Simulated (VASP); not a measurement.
# TePb (Fm-3m) in VASP: notebook

The runs below take TePb through single point, with PBE.

Everything below comes from runs of VASP 6.6.1. Logs are shortened: lines on timing, memory, paths and dates and some standing lists are left out, and cuts for length are marked.

## 1. The cell of the first run

The structure is cubic, space group Fm-3m (No. 225). Conventional cell: a = 6.604 Å, b = 6.604 Å, c = 6.604 Å, α = 90.00°, β = 90.00°, γ = 90.00°. Pb (site symmetry m-3m) has 6 Te at 3.30 Å within 4.3 Å. Within 4.3 Å of Te (site symmetry m-3m) lie 6 Pb at 3.30 Å.

## 2. Single point, PBE, non-collinear spin, zero start, spin-orbit coupling (volume scaled by 1.020)

INCAR reads:

```
ALGO = Normal
EDIFF = 1E-6
ENCUT = 520
GGA = PE
GGA_COMPAT = False
ISIF = 2
ISMEAR = 0
LASPH = True
LCHARG = False
LORBIT = 11
LORBMOM = True
LREAL = False
LSORBIT = True
LWAVE = False
MAGMOM = 0 0 0 0 0 0
NBANDS = 32
NELM = 150
PREC = Accurate
SIGMA = 0.05
```

KPOINTS reads:

```
k-points
0
Gamma
  6 6 6
```

POSCAR reads:

```
TePb
1.0
    0.0000000000      3.3021076488      3.3021076488
    3.3021076488      0.0000000000      3.3021076488
    3.3021076488      3.3021076488      0.0000000000
Pb Te
1 1
Direct
    0.5000000000      0.5000000000      0.5000000000
    0.0000000000      0.0000000000      0.0000000000
```

Potentials or basis: VASP PAW PBE potentials, release 64 (Pb_d, Te).

Started as:

```
> cat potpaw_PBE.64/Pb_d/POTCAR potpaw_PBE.64/Te/POTCAR > POTCAR
> mpirun -np 1 vasp_ncl > vasp.out
```

OUTCAR:

```text
EDIFF = 1E-6
   ENCUT = 520
   GGA = PE
   ISIF = 2
   ISMEAR = 0
   LASPH = True
   LORBIT = 11
   LREAL = False
   LSORBIT = True
   NELM = 150
   PREC = Accurate

 ion  position               nearest neighbor table
   1  0.500  0.500  0.500-   2 3.30   2 3.30   2 3.30   2 3.30   2 3.30   2 3.30
   2  0.000  0.000  0.000-   1 3.30   1 3.30   1 3.30   1 3.30   1 3.30   1 3.30

  LATTYP: Found a face centered cubic cell.
 ALAT       =     6.6042152976

  Lattice vectors:

 A1 = (   0.0000000000,   3.3021076488,   3.3021076488)
 A2 = (   3.3021076488,   0.0000000000,   3.3021076488)
 A3 = (   3.3021076488,   3.3021076488,   0.0000000000)

Analysis of symmetry for initial positions (statically):
=====================================================================
 Subroutine PRICEL returns:
 Original cell was already a primitive cell.

 Routine SETGRP: Setting up the symmetry group for a
 face centered cubic supercell.

 Subroutine GETGRP returns: Found 48 space group operations
 (whereof 48 operations were pure point group operations)
 out of a pool of 48 trial point group operations.

The static configuration has the point symmetry O_h .

Analysis of symmetry for dynamics (positions and initial velocities):
=====================================================================
 Subroutine PRICEL returns:
 Original cell was already a primitive cell.

 Routine SETGRP: Setting up the symmetry group for a
 face centered cubic supercell.

 Subroutine GETGRP returns: Found 48 space group operations
 (whereof 48 operations were pure point group operations)
 out of a pool of 48 trial point group operations.

The dynamic configuration has the point symmetry O_h .

Analysis of structural, dynamic, and magnetic symmetry:
=====================================================================
 Subroutine PRICEL returns:
 Original cell was already a primitive cell.

 Routine SETGRP: Setting up the symmetry group for a
 face centered cubic supercell.

 Subroutine GETGRP returns: Found 48 space group operations
 (whereof 48 operations were pure point group operations)
 out of a pool of 48 trial point group operations.

The overall configuration has the point symmetry O_h .

 Subroutine INISYM returns: Found 48 space group operations
[... 725 lines left out ...]
      3.30211      3.30211      3.30211        -0.000000      0.000000     -0.000000
      0.00000      0.00000      0.00000         0.000000     -0.000000      0.000000
 -----------------------------------------------------------------------------------
    total drift:                                0.000000      0.000000      0.000000

  FREE ENERGIE OF THE ION-ELECTRON SYSTEM (eV)
  ---------------------------------------------------
  free  energy   TOTEN  =        -8.0454124040 eV

  energy  without entropy=       -8.0453217889  energy(sigma->0) =       -8.04536710

 orbital moment (x)

 # of ion     p       d       tot
 ----------------------------------------
  1         0.000   0.000   0.000
  2         0.000   0.000   0.000
 ----------------------------------------
            0.000   0.000   0.000

 orbital moment (y)

 # of ion     p       d       tot
 ----------------------------------------
  1         0.000  -0.000  -0.000
  2         0.000  -0.000  -0.000
 ----------------------------------------
            0.000  -0.000  -0.000

 orbital moment (z)

 # of ion     p       d       tot
 ----------------------------------------
  1         0.000  -0.000   0.000
  2         0.000   0.000   0.000
 ----------------------------------------
            0.000  -0.000   0.000

 Spin-Orbit-Coupling matrix elements

 Ion:    1  E_soc:     -0.8814469
 l=   1
     0.0000000    -0.0797269    -0.0797269
    -0.0797269     0.0000000    -0.0797269
    -0.0797269    -0.0797269     0.0000000
 l=   2
     0.0000000    -0.0134204     0.0000000    -0.0134204    -0.0537605
    -0.0134204     0.0000000    -0.0403204    -0.0134204    -0.0134401
     0.0000000    -0.0403204     0.0000000    -0.0403204     0.0000000
    -0.0134204    -0.0134204    -0.0403204     0.0000000    -0.0134401
    -0.0537605    -0.0134401     0.0000000    -0.0134401     0.0000000
 l=   3
     0.0000000     0.0000000     0.0000000     0.0000000     0.0000000     0.0000000     0.0000000
     0.0000000     0.0000000     0.0000000     0.0000000     0.0000000     0.0000000     0.0000000
     0.0000000     0.0000000     0.0000000     0.0000000     0.0000000     0.0000000     0.0000000
     0.0000000     0.0000000     0.0000000     0.0000000     0.0000000     0.0000000     0.0000000
     0.0000000     0.0000000     0.0000000     0.0000000     0.0000000     0.0000000     0.0000000
     0.0000000     0.0000000     0.0000000     0.0000000     0.0000000     0.0000000     0.0000000
     0.0000000     0.0000000     0.0000000     0.0000000     0.0000000     0.0000000     0.0000000

 Ion:    2  E_soc:     -0.2124249
 l=   1
     0.0000000    -0.0354306    -0.0354306
    -0.0354306     0.0000000    -0.0354306
    -0.0354306    -0.0354306     0.0000000
 l=   2
     0.0000000    -0.0000074     0.0000000    -0.0000074     0.0000339
    -0.0000074     0.0000000     0.0000254    -0.0000074     0.0000085
     0.0000000     0.0000254     0.0000000     0.0000254     0.0000000
    -0.0000074    -0.0000074     0.0000254     0.0000000     0.0000085
     0.0000339     0.0000085     0.0000000     0.0000085     0.0000000
 l=   3
     0.0000000     0.0000000     0.0000000     0.0000000     0.0000000     0.0000000     0.0000000
     0.0000000     0.0000000     0.0000000     0.0000000     0.0000000     0.0000000     0.0000000
     0.0000000     0.0000000     0.0000000     0.0000000     0.0000000     0.0000000     0.0000000
     0.0000000     0.0000000     0.0000000     0.0000000     0.0000000     0.0000000     0.0000000
     0.0000000     0.0000000     0.0000000     0.0000000     0.0000000     0.0000000     0.0000000
     0.0000000     0.0000000     0.0000000     0.0000000     0.0000000     0.0000000     0.0000000
     0.0000000     0.0000000     0.0000000     0.0000000     0.0000000     0.0000000     0.0000000

 total charge

# of ion       s       p       d       tot
------------------------------------------
    1        1.454   0.568   9.830  11.852
    2        1.376   1.975   0.015   3.366
--------------------------------------------------
tot          2.831   2.543   9.845  15.218

 magnetization (x)

# of ion       s       p       d       tot
------------------------------------------
    1        0.000   0.000  -0.000   0.000
    2        0.000  -0.000   0.000   0.000
--------------------------------------------------
tot          0.000  -0.000  -0.000   0.000

 magnetization (y)

# of ion       s       p       d       tot
------------------------------------------
    1       -0.000   0.000  -0.000  -0.000
    2        0.000   0.000   0.000   0.000
--------------------------------------------------
tot         -0.000   0.000  -0.000  -0.000

 magnetization (z)

# of ion       s       p       d       tot
------------------------------------------
    1        0.000   0.000   0.000   0.000
    2        0.000   0.000  -0.000   0.000
--------------------------------------------------
tot          0.000   0.000  -0.000   0.000
```

OSZICAR:

```text
N       E                     dE             d eps       ncg     rms          rms(c)
DAV:   1     0.191128242552E+03    0.19113E+03   -0.86305E+03  1024   0.120E+03
DAV:   2     0.963031687446E+01   -0.18150E+03   -0.17401E+03  1088   0.340E+02
DAV:   3    -0.740601297664E+01   -0.17036E+02   -0.16752E+02  1304   0.121E+02
DAV:   4    -0.812846598943E+01   -0.72245E+00   -0.72169E+00  1264   0.278E+01
DAV:   5    -0.816245438062E+01   -0.33988E-01   -0.33987E-01  1536   0.567E+00    0.364E+00
DAV:   6    -0.804304229583E+01    0.11941E+00   -0.24957E-01  1384   0.372E+00    0.225E+00
DAV:   7    -0.804248214113E+01    0.56015E-03   -0.67777E-02  1392   0.122E+00    0.144E+00
DAV:   8    -0.804432605053E+01   -0.18439E-02   -0.34586E-03  1344   0.478E-01    0.655E-01
DAV:   9    -0.804529386296E+01   -0.96781E-03   -0.17896E-03  1296   0.512E-01    0.850E-02
DAV:  10    -0.804537469328E+01   -0.80830E-04   -0.16976E-04  1272   0.134E-01    0.362E-02
DAV:  11    -0.804540220204E+01   -0.27509E-04   -0.36628E-05  1224   0.503E-02    0.206E-02
DAV:  12    -0.804541130625E+01   -0.91042E-05   -0.73177E-06  1096   0.172E-02    0.651E-03
DAV:  13    -0.804541271284E+01   -0.14066E-05   -0.32464E-06  1216   0.218E-02    0.464E-03
DAV:  14    -0.804541240402E+01    0.30882E-06   -0.38041E-07   816   0.550E-03
   1 F= -.80454124E+01 E0= -.80453671E+01  d E =-.906152E-04  mag=     0.0000     0.0000     0.0000
```

stdout:

```text
POSCAR found type information on POSCAR PbTe
 POSCAR found :  2 types and       2 ions
 scaLAPACK will be used
 LDA part: xc-table for (Slater+PW92), standard interpolation
 POSCAR, INCAR and KPOINTS ok, starting setup
 FFT: planning ... GRIDC
 FFT: planning ... GRID_SOFT
 FFT: planning ... GRID
 WAVECAR not read
 entering main loop
```

Wall time 49 s (1 thread of Intel Xeon 6975P-C (Granite Rapids), shared host); peak memory 0.4 GiB.

What came out:

```yaml
Free_energy: -8.0454 eV
Pressure: -0.6 GPa
Net_moment: 0.00 μB per cell
Valence_electrons_inside_the_program's_atomic_spheres: Pb 11.85; Te 3.37
```

Moments on the atoms (μB; x, y, z):
```
Pb  0.00 0.00 0.00
Te  0.00 0.00 0.00
```

Caveat: the cell differs from its parent crystal (volume scaled by 1.020).

## 3. Single point, PBE, non-collinear spin, zero start, spin-orbit coupling (volume scaled by 1.040)

INCAR reads:

```
  ALGO = Normal
  EDIFF = 1E-6
  ENCUT = 520
  GGA = PE
  GGA_COMPAT = False
  ISIF = 2
  ISMEAR = 0
  LASPH = True
  LCHARG = False
  LORBIT = 11
  LORBMOM = True
  LREAL = False
  LSORBIT = True
  LWAVE = False
  MAGMOM = 0 0 0 0 0 0
  NBANDS = 32
  NELM = 150
  PREC = Accurate
  SIGMA = 0.05
```

KPOINTS is that of step 2.

POSCAR reads:

```
TePb
1.0
    0.0000000000      3.3235505071      3.3235505071
    3.3235505071      0.0000000000      3.3235505071
    3.3235505071      3.3235505071      0.0000000000
Pb Te
1 1
Direct
    0.5000000000      0.5000000000      0.5000000000
    0.0000000000      0.0000000000      0.0000000000
```

Potentials or basis: VASP PAW PBE potentials, release 64 (Pb_d, Te).

Started as:

```
> cat potpaw_PBE.64/Pb_d/POTCAR potpaw_PBE.64/Te/POTCAR > POTCAR
> mpirun -np 1 vasp_ncl > vasp.out
```

Wall time 56 s (1 thread of Intel Xeon 6975P-C (Granite Rapids), shared host); peak memory 0.4 GiB.

The run converged. Its results:

| Item | Value |
| --- | --- |
| Free energy | -8.0374 eV |
| Pressure | -1.3 GPa |
| Net moment | 0.00 μB per cell |
| Valence electrons inside the program's atomic spheres | Pb 11.84; Te 3.36 |

Moments on the atoms (μB; x, y, z):
```
Pb  0.00 0.00 0.00
Te  0.00 0.00 0.00
```

Caveat: the cell differs from its parent crystal (volume scaled by 1.040).

## 4. Single point, PBE, non-collinear spin, zero start, spin-orbit coupling (volume scaled by 1.070)

INCAR reads:

```
PREC = Accurate
ENCUT = 520
EDIFF = 1E-7
ISMEAR = 0
SIGMA = 0.05
LREAL = F
LASPH = T
NELM = 150
ALGO = Normal
ISIF = 2
LWAVE = F
LCHARG = F
MAGMOM = 0 0 0 0 0 0
LORBIT = 11
LSORBIT = T
GGA_COMPAT = F
LORBMOM = T
GGA = PE
NBANDS = 32
```

KPOINTS reads:

```
Automatic mesh
0
Gamma
  6 6 6
```

POSCAR reads:

```
TePb
1.0
    0.0000000000      3.3552052742      3.3552052742
    3.3552052742      0.0000000000      3.3552052742
    3.3552052742      3.3552052742      0.0000000000
Pb Te
1 1
Direct
    0.5000000000      0.5000000000      0.5000000000
    0.0000000000      0.0000000000      0.0000000000
```

Started as:

```
> cat potpaw_PBE.64/Pb_d/POTCAR potpaw_PBE.64/Te/POTCAR > POTCAR
> mpirun -np 1 vasp_ncl > vasp.out
```

Run time: 50 s. Hardware: 1 thread of Intel Xeon 6975P-C (Granite Rapids), shared host; peak memory 0.39 GiB.

It converged, with:

```yaml
Free_energy: -8.0156 eV
Pressure: -2.1 GPa
Net_moment: 0.00 μB per cell
Valence_electrons_inside_the_program's_atomic_spheres: Pb 11.83; Te 3.35
```

Moments on the atoms (μB; x, y, z):
```
Pb  0.00 0.00 0.00
Te  0.00 0.00 0.00
```

Caveat: the cell differs from its parent crystal (volume scaled by 1.070).

## 5. Single point, PBE, non-collinear spin, zero start, spin-orbit coupling

This run uses another cell than the first one, of 35.30 Å³/atom, 0.980 times its volume.

INCAR reads:

```
SYSTEM = TePb
  PREC = Accurate
  ENCUT = 520
  EDIFF = 1E-7
  ISMEAR = 0
  SIGMA = 0.05
  LREAL = .False.
  LASPH = .True.
  NELM = 150
  ALGO = Normal
  ISIF = 2
  LWAVE = .False.
  LCHARG = .False.
  LNONCOLLINEAR = .True.
  MAGMOM = 0 0 0 0 0 0
  LORBIT = 11
  LSORBIT = .True.
  GGA_COMPAT = .False.
  LORBMOM = .True.
  GGA = PE
  NBANDS = 32
```

KPOINTS reads:

```
regular mesh
0
Gamma
  8 8 8
  0 0 0
```

POSCAR reads:

```
TePb
1.0
    0.0000000000      3.2803826274      3.2803826274
    3.2803826274      0.0000000000      3.2803826274
    3.2803826274      3.2803826274      0.0000000000
Pb Te
1 1
Direct
    0.5000000000      0.5000000000      0.5000000000
    0.0000000000      0.0000000000      0.0000000000
```

Started as:

```
> cat potpaw_PBE.64/Pb_d/POTCAR potpaw_PBE.64/Te/POTCAR > POTCAR
> mpirun -np 1 vasp_ncl > vasp.out
```

It took 1.7 min on 1 thread of Intel Xeon 6975P-C (Granite Rapids), shared host; peak memory 0.43 GiB.

It converged, with:

| Item | Value |
| --- | --- |
| Free energy | -8.0526 eV |
| Pressure | 0.1 GPa |
| Net moment | 0.00 μB per cell |
| Valence electrons inside the program's atomic spheres | Pb 11.86; Te 3.37 |

Moments on the atoms (μB; x, y, z):
```
Pb  0.00 0.00 0.00
Te  0.00 0.00 0.00
```

## 6. The runs side by side

```tsv
cell	k mesh	pressure (GPa)	moment (μB)
a = 4.670 Å, angles 60.0°, 2 atoms	6 × 6 × 6	-0.6	0.00
a = 4.700 Å, angles 60.0°, 2 atoms	6 × 6 × 6	-1.3	0.00
a = 4.745 Å, angles 60.0°, 2 atoms	6 × 6 × 6	-2.1	0.00
a = 4.639 Å, angles 60.0°, 2 atoms	8 × 8 × 8	0.1	0.00
```

Alike in all rows: task single point; level PBE; potentials or basis VASP PAW PBE potentials, release 64 (Pb_d, Te); spin non-collinear, zero start, SOC; cutoff (eV) 520; smearing gaussian 0.05 eV.

Total energies depend on the potentials used, so only differences within one code and one set of settings carry meaning.
